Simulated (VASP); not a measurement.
# Au (Im-3m) in VASP: notebook

Runs on Au. Level: PBEsol. Tasks: single point.

All numbers are computed with VASP 6.6.1; they aren't measurements. Logs are shortened: lines on timing, memory, paths and dates and some standing lists are left out, and cuts for length are marked.

## (1) The cell of the first run

The structure is cubic, space group Im-3m (No. 229). The conventional cell has a = 3.242 Å, b = 3.242 Å, c = 3.242 Å, α = 90.00°, β = 90.00°, γ = 90.00°. Within 3.7 Å of Au (site symmetry m-3m) lie 14 Au at 2.81 to 3.24 Å.

## (2) Single point, PBEsol

Input file INCAR:

```
  PREC = Accurate
  ENCUT = 500
  EDIFF = 1E-6
  ISMEAR = -1
  SIGMA = 0.1
  LREAL = F
  LASPH = T
  NELM = 120
  ALGO = Normal
  ISIF = 2
  LWAVE = F
  LCHARG = T
  GGA = PS
  LELF = T
  LVHAR = T
  NBANDS = 12
  GGA_COMPAT = F
```

Input file KPOINTS:

```
Automatic mesh
0
Gamma
  10 10 10
```

Input file POSCAR:

```
Au
1.0
    1.6209557154      1.6209557154      1.6209557154
   -1.6209557154      1.6209557154      1.6209557154
   -1.6209557154     -1.6209557154      1.6209557154
Au
1
Direct
    0.0000000000      0.0000000000      0.0000000000
```

Potentials or basis: VASP PAW PBE potentials, release 64 (Au).

On the command line:

```
cat potpaw_PBE.64/Au/POTCAR > POTCAR
mpirun -np 1 vasp_std > vasp.out
```

OUTCAR:

```text
PREC = Accurate
   ENCUT = 500
   EDIFF = 1E-6
   ISMEAR = -1
   LREAL = F
   LASPH = T
   NELM = 120
   ISIF = 2
   GGA = PS

 ion  position               nearest neighbor table
   1  0.000  0.000  0.000-

  LATTYP: Found a body centered cubic cell.
 ALAT       =     3.2419114308

  Lattice vectors:

 A1 = (   1.6209557154,  -1.6209557154,  -1.6209557154)
 A2 = (   1.6209557154,   1.6209557154,   1.6209557154)
 A3 = (  -1.6209557154,  -1.6209557154,   1.6209557154)

Analysis of symmetry for initial positions (statically):
=====================================================================
 Subroutine PRICEL returns:
 Original cell was already a primitive cell.

 Routine SETGRP: Setting up the symmetry group for a
 body centered cubic supercell.

 Subroutine GETGRP returns: Found 48 space group operations
 (whereof 48 operations were pure point group operations)
 out of a pool of 48 trial point group operations.

The static configuration has the point symmetry O_h .

Analysis of symmetry for dynamics (positions and initial velocities):
=====================================================================
 Subroutine PRICEL returns:
 Original cell was already a primitive cell.

 Routine SETGRP: Setting up the symmetry group for a
 body centered cubic supercell.

 Subroutine GETGRP returns: Found 48 space group operations
 (whereof 48 operations were pure point group operations)
 out of a pool of 48 trial point group operations.

The dynamic configuration has the point symmetry O_h .

 Subroutine INISYM returns: Found 48 space group operations
 (whereof 48 operations are pure point group operations),
 and found     1 'primitive' translations

----------------------------------------------------------------------------------------

                                     Primitive cell

  volume of cell :      17.0362

  direct lattice vectors                    reciprocal lattice vectors
     1.620955715  1.620955715  1.620955715     0.308460000  0.000000000  0.308460000
    -1.620955715  1.620955715  1.620955715    -0.308460000  0.308460000  0.000000000
    -1.620955715 -1.620955715  1.620955715     0.000000000 -0.308460000  0.308460000

  length of vectors
     2.807577656  2.807577656  2.807577656     0.436228315  0.436228315  0.436228315

  position of ions in fractional coordinates (direct lattice)
     0.000000000  0.000000000  0.000000000

  ion indices of the primitive-cell ions
   primitive index   ion index
                 1           1

----------------------------------------------------------------------------------------

 KPOINTS: Automatic mesh

Automatic generation of k-mesh.
 Grid dimensions read from file:
 generate k-points for:   10   10   10

 Generating k-lattice:

  Cartesian coordinates                     Fractional coordinates (reciprocal lattice)
     0.030846000  0.000000000  0.030846000     0.100000000  0.000000000  0.000000000
    -0.030846000  0.030846000  0.000000000     0.000000000  0.100000000  0.000000000
     0.000000000 -0.030846000  0.030846000     0.000000000  0.000000000  0.100000000

  Length of vectors
     0.043622832  0.043622832  0.043622832

  Shift w.r.t. Gamma in fractional coordinates (k-lattice)
     0.000000000  0.000000000  0.000000000

 Subroutine IBZKPT returns following result:
 ===========================================

 Found     47 irreducible k-points:

 Following reciprocal coordinates:
            Coordinates               Weight
  0.000000  0.000000  0.000000      1.000000
  0.100000  0.000000  0.000000     12.000000
  0.200000  0.000000  0.000000     12.000000
  0.300000  0.000000  0.000000     12.000000
  0.400000  0.000000  0.000000     12.000000
  0.500000  0.000000  0.000000      6.000000
[... 16 lines left out ...]
  0.100000  0.300000  0.100000      8.000000
  0.500000  0.300000  0.100000     24.000000
 [... further k-points ...]
   k-points           NKPTS =     47   k-points in BZ     NKDIM =     47   number of bands    NBANDS=     12
   number of dos      NEDOS =    301   number of ions     NIONS =      1
   total plane-waves  NPLWV =   8000
   dimension x,y,z NGX =    20 NGY =   20 NGZ =   20
   dimension x,y,z NGXF=    40 NGYF=   40 NGZF=   40
   ions per type =               1
   NGX,Y,Z   is equivalent  to a cutoff of  11.84, 11.84, 11.84 a.u.
   NGXF,Y,Z  is equivalent  to a cutoff of  23.69, 23.69, 23.69 a.u.
 SYSTEM =  unknown system
   PREC   = accura    normal or accurate (medium, high low for compatibility)
   ISTART =      0    job   : 0-new  1-cont  2-samecut
   ICHARG =      2    charge: 1-file 2-atom 10-const
   ISPIN  =      1    spin polarized calculation?
   LNONCOLLINEAR =      F non collinear calculations
   LSORBIT =      F    spin-orbit coupling
   LASPH  =      T    aspherical Exc in radial PAW
   ENCUT  =  500.0 eV  36.75 Ry    6.06 a.u.   5.12  5.12  5.12*2*pi/ulx,y,z
   NELM   =    120;   NELMIN=  2; NELMDL= -5     # of ELM steps
   EDIFF  = 0.1E-05   stopping-criterion for ELM
   LREAL  =      F    real-space projection
   EDIFFG = 0.1E-04   stopping-criterion for IOM
   NSW    =      0    number of steps for IOM
   IBRION =     -1    ionic relax: 0-MD 1-quasi-New 2-CG
   NFREE  =      0    steps in history (QN), initial steepest desc. (CG)
   ISIF   =      2    stress and relaxation
   ISYM   =      2    0-nonsym 1-usesym 2-fastsym
   POTIM  = 0.5000    time-step for ionic-motion
   TEBEG  =    0.0;   TEEND  =   0.0 temperature during run
   PSTRESS=    0.0 pullay stress
   NELECT =      11.0000    total number of electrons
   NUPDOWN=      -1.0000    fix difference up-down
   EMIN   =  10.00;   EMAX   =-10.00  energy-range for DOS
   EFERMI =   0.00;   METHOD = LEGACY
   ISMEAR =    -1;   SIGMA  =   0.10  broadening in eV -4-tet -1-fermi 0-gaus
   EFERMI_NEDOS =   21; number of points for ismear=-14 and -15
   IALGO  =     38    algorithm
   IMIX   =      4    mixing-type and parameters
     AMIX     =   0.40;   BMIX     =  1.00
     AMIX_MAG =   1.60;   BMIX_MAG =  1.00
  volume/ion in A,a.u.               =      17.04       114.97
  Fermi-wavevector in a.u.,A,eV,Ry     =   1.414972  2.673910 27.240855  2.002146
  Thomas-Fermi vector in A             =   2.536459
   LORBIT       =      0    0 simple, 1 ext, 2 COOP (PROOUT), +10 PAW based schemes
   GGA     = PS    functional components
   LHFCALC =     F    Hartree Fock is set to
   AEXX    =    0.0000 exact exchange contribution
   IVDW    =     0    specifies the selected vdW correction
   LEPSILON=     F    determine dielectric tensor
   LRPA    =     F    only Hartree local field effects (RPA)
 non-spin polarized calculation
  energy-cutoff  :      500.00
  volume of cell :       17.04
 maximum number of plane-waves:       445
   NGX = 11   NGY = 11   NGZ = 11

 number of electron      11.0000003 magnetization

 Free energy of the ion-electron system (eV)
  ---------------------------------------------------
  ext. energy  EPLUGINS =         0.00000000
  ---------------------------------------------------
  free energy    TOTEN  =        -3.89595635 eV

  energy without entropy =       -3.88156779  energy(sigma->0) =       -3.88876207

 E-fermi :   9.3957     XC(G=0): -12.8909

 val. band max:        9.3642174041   @ k =   0.5000   0.1000   0.0000
 cond. band min:       9.5118253869   @ k =   0.1000   0.5000   0.1000
 fundamental gap:      0.1476079828
 Fermi energy:         9.3956887899

 k-point     1 :       0.0000    0.0000    0.0000
  band No.  band energies     occupation
      1      -0.6294      2.00000
      2       4.4099      2.00000
      3       4.4099      2.00000
      4       4.4099      2.00000
      5       6.3646      2.00000
      6       6.3646      2.00000
      7      25.7851      0.00000
      8      25.7851      0.00000
      9      25.7851      0.00000
     10      33.6037      0.00000
     11      33.6037      0.00000
     12      33.6037      0.00000

 k-point     2 :       0.1000    0.0000    0.0000
  band No.  band energies     occupation
      1      -0.2641      2.00000
      2       4.2935      2.00000
      3       4.4174      2.00000
      4       4.6707      2.00000
      5       6.2327      2.00000
      6       6.3735      2.00000
      7      25.6610      0.00000
      8      25.8297      0.00000
      9      26.2572      0.00000
     10      30.8084      0.00000
     11      30.9934      0.00000
     12      32.3481      0.00000

 k-point     3 :       0.2000    0.0000    0.0000
  band No.  band energies     occupation
      1       0.7175      2.00000
      2       4.0014      2.00000
      3       4.4464      2.00000
      4       5.4063      2.00000
      5       6.0498      2.00000
      6       6.4072      2.00000
      7      23.4484      0.00000
      8      25.0542      0.00000
      9      27.5485      0.00000
     10      29.2951      0.00000
     11      29.5078      0.00000
     12      30.3298      0.00000
[... 286 lines left out ...]
 k-point    23 :       0.1000    0.3000    0.1000
  band No.  band energies     occupation
      1       1.3307      2.00000
      2       3.9376      2.00000
      3       3.9376      2.00000
      4       6.2643      2.00000
      5       6.2643      2.00000
      6       6.2952      2.00000
      7      23.6465      0.00000
      8      23.7632      0.00000
      9      23.7632      0.00000
     10      27.4609      0.00000
     11      33.3227      0.00000
     12      33.3227      0.00000

 k-point    24 :       0.5000    0.3000    0.1000
  band No.  band energies     occupation
      1       3.1736      2.00000
      2       3.7413      2.00000
      3       4.4904      2.00000
      4       6.0187      2.00000
      5       6.8819      2.00000
      6      10.3921      0.00009
      7      15.6049      0.00000
      8      18.0404      0.00000
      9      25.5566      0.00000
     10      27.5497      0.00000
     11      30.7934      0.00000
     12      34.5145      0.00000

 [... further k-points ...]
[... 5 lines left out ...]
  --------------------------------------------------------------------------------------
  -------------------------------------------------------------------------------------
  Total       -0.0295031     -0.0295031     -0.0295031     -0.0000000      0.0000000     -0.0000000
  in kB       -2.7746281     -2.7746281     -2.7746281     -0.0000000      0.0000000     -0.0000000
  external PRESSURE =      -2.7746281 kB  Pullay stress =       0.0000000 kB

 VOLUME and BASIS-vectors are now :
 -----------------------------------------------------------------------------
  energy-cutoff  :      500.00
  volume of cell :       17.04
      direct lattice vectors                 reciprocal lattice vectors
     1.620955715  1.620955715  1.620955715     0.308460000  0.000000000  0.308460000
    -1.620955715  1.620955715  1.620955715    -0.308460000  0.308460000  0.000000000
    -1.620955715 -1.620955715  1.620955715     0.000000000 -0.308460000  0.308460000

 POSITION                                       TOTAL-FORCE (eV/Angst)
 -----------------------------------------------------------------------------------
      0.00000      0.00000      0.00000         0.000000     -0.000000      0.000000
 -----------------------------------------------------------------------------------
    total drift:                                0.000000     -0.000000      0.000000

  FREE ENERGIE OF THE ION-ELECTRON SYSTEM (eV)
  ---------------------------------------------------
  free  energy   TOTEN  =        -3.8959563501 eV

  energy  without entropy=       -3.8815677851  energy(sigma->0) =       -3.88876207
```

Run time: 3.8 s. Hardware: 1 thread of Intel Xeon 6975P-C (Granite Rapids), shared host; peak memory 0.13 GiB.

What came out:

```yaml
Free_energy: -3.8960 eV
Pressure: -0.3 GPa
```

Caveat: the PAW data sets were made with another functional, which shifts forces and pressure a little; spin-orbit coupling is left out, which moves the levels of the heavy elements.

## (3) Single point, PBEsol

Input file INCAR:

```
SYSTEM = Au
PREC     = Accurate       ! precision mode
ENCUT    = 500            ! plane-wave cutoff, eV
EDIFF    = 1E-6           ! SCF threshold, eV
ISMEAR   = -1             ! smearing method
SIGMA    = 0.1            ! smearing width, eV
LREAL    = .False.        ! projectors in reciprocal space
LASPH    = .True.         ! aspherical terms in the spheres
NELM     = 120            ! most SCF steps
ALGO     = Normal         ! electronic algorithm
ISIF     = 2              ! what is computed and relaxed
LWAVE    = .False.        ! write WAVECAR
LCHARG   = .True.         ! write CHGCAR
GGA      = PS             ! functional
LELF     = .True.         ! ELF
LVHAR    = .True.       
NBANDS   = 12             ! bands
GGA_COMPAT= .False.
```

Input file KPOINTS:

```
regular mesh
0
Gamma
  10 10 10
  0 0 0
```

POSCAR is that of step 2.

Potentials or basis: VASP PAW PBE potentials, release 64 (Au).

On the command line:

```
cat potpaw_PBE.64/Au/POTCAR > POTCAR
mpirun -np 1 vasp_std > vasp.out
```

Run time: 4.1 s. Hardware: 1 thread of Intel Xeon 6975P-C (Granite Rapids), shared host; peak memory 0.13 GiB.

The run converged. Its results:

* Free energy: -3.8960 eV
* Pressure: -0.3 GPa

Levels at points of the mesh, in eV from the Fermi level:
```csv
k point,band 2,band 3,band 4,band 5,band 6,band 7,band 8,band 9,band 10,band 11
"(0.00, 0.00, 0.00)",-4.99,-4.99,-4.99,-3.03,-3.03,16.39,16.39,16.39,24.21,24.21
"(0.50, 0.00, 0.00)",-6.09,-3.18,-2.82,-1.48,-0.81,3.44,12.24,13.77,21.73,22.09
"(0.50, 0.50, 0.50)",-6.96,-1.87,-1.87,-1.87,6.14,6.14,6.14,9.59,15.90,15.90
```

Caveat: the PAW data sets were made with another functional, which shifts forces and pressure a little; spin-orbit coupling is left out, which moves the levels of the heavy elements.

## (4) Single point, PBEsol

This run uses another cell than the first one, of 16.78 Å³/atom, 0.985 times its volume.

Input file INCAR:

```
SYSTEM = Au
PREC = Accurate
ENCUT = 500
EDIFF = 1E-6
ISMEAR = -1
SIGMA = 0.1
LREAL = .FALSE.
LASPH = .TRUE.
NELM = 120
ALGO = Normal
ISIF = 2
LWAVE = .FALSE.
LCHARG = .FALSE.
GGA = PS
NBANDS = 12
GGA_COMPAT = .FALSE.
```

Input file KPOINTS:

```
Automatic mesh
0
G
  10 10 10
  0 0 0
```

Input file POSCAR:

```
Au
1.0
    1.6128100718      1.6128100718      1.6128100718
   -1.6128100718      1.6128100718      1.6128100718
   -1.6128100718     -1.6128100718      1.6128100718
Au
1
Direct
    0.0000000000      0.0000000000      0.0000000000
```

On the command line:

```
cat potpaw_PBE.64/Au/POTCAR > POTCAR
mpirun -np 1 vasp_std > vasp.out
```

Wall time 4.9 s (1 thread of Intel Xeon 6975P-C (Granite Rapids), shared host); peak memory 0.13 GiB.

Results (log left out):

```yaml
Free_energy: -3.8941 eV
Pressure: 2.4 GPa
```

Levels at points of the mesh, in eV from the Fermi level:
```csv
k point,band 4,band 5,band 6,band 7,band 8,band 9
"(0.00, 0.00, 0.00)",-5.07,-3.07,-3.07,16.39,16.39,16.39
"(0.50, 0.00, 0.00)",-2.86,-1.48,-0.88,3.53,12.25,13.88
"(0.50, 0.50, 0.50)",-1.88,-1.88,6.15,6.15,6.15,9.77
```

Caveat: the PAW data sets were made with another functional, which shifts forces and pressure a little; spin-orbit coupling is left out, which moves the levels of the heavy elements.

## (5) Single point, PBEsol

This run uses another cell than the first one, of 17.29 Å³/atom, 1.015 times its volume.

Input file INCAR:

```
SYSTEM = Au
PREC = Accurate
ENCUT = 500
EDIFF = 1E-6
ISMEAR = -1
SIGMA = 0.1
LREAL = .False.
LASPH = .True.
NELM = 120
ALGO = Normal
ISIF = 2
LWAVE = .False.
LCHARG = .True.
GGA = PS
LELF = .True.
LVHAR = .True.
NBANDS = 12
GGA_COMPAT = .False.
```

Input file KPOINTS:

```
regular mesh
0
Gamma
  10 10 10
  0 0 0
```

Input file POSCAR:

```
Au
1.0
    1.6290203044      1.6290203044      1.6290203044
   -1.6290203044      1.6290203044      1.6290203044
   -1.6290203044     -1.6290203044      1.6290203044
Au
1
Direct
    0.0000000000      0.0000000000      0.0000000000
```

On the command line:

```
cat potpaw_PBE.64/Au/POTCAR > POTCAR
mpirun -np 1 vasp_std > vasp.out
```

It took 4.5 s on 1 thread of Intel Xeon 6975P-C (Granite Rapids), shared host; peak memory 0.14 GiB.

It converged, with:

| Quantity | Value |
| --- | --- |
| Free energy | -3.8938 eV |
| Pressure | -2.7 GPa |

Levels at points of the mesh, in eV from the Fermi level:
| k point | band 4 | band 5 | band 6 | band 7 | band 8 | band 9 |
| --- | --- | --- | --- | --- | --- | --- |
| (0.00, 0.00, 0.00) | -4.90 | -2.99 | -2.99 | 16.39 | 16.39 | 16.39 |
| (0.50, 0.00, 0.00) | -2.79 | -1.48 | -0.74 | 3.36 | 12.24 | 13.67 |
| (0.50, 0.50, 0.50) | -1.86 | -1.86 | 6.13 | 6.13 | 6.13 | 9.41 |

Caveat: the PAW data sets were made with another functional, which shifts forces and pressure a little; spin-orbit coupling is left out, which moves the levels of the heavy elements.

## (6) Overview

```tsv
cell	gap on the mesh (eV)	pressure (GPa)
a = 2.808 Å, angles 70.5, 109.5, 70.5°, 1 atom	none	-0.3
a = 2.793 Å, angles 70.5, 109.5, 70.5°, 1 atom	none	2.4
a = 2.822 Å, angles 70.5, 109.5, 70.5°, 1 atom	none	-2.7
```

Alike in all rows: task single point; level PBEsol; potentials or basis VASP PAW PBE potentials, release 64 (Au); no spin polarisation; k mesh 10 × 10 × 10; cutoff (eV) 500; smearing fermi-dirac 0.1 eV.

Caveats: the PAW data sets were made with another functional, which shifts forces and pressure a little; spin-orbit coupling is left out, which moves the levels of the heavy elements.

Total energies depend on the potentials used, so only differences within one code and one set of settings carry meaning.
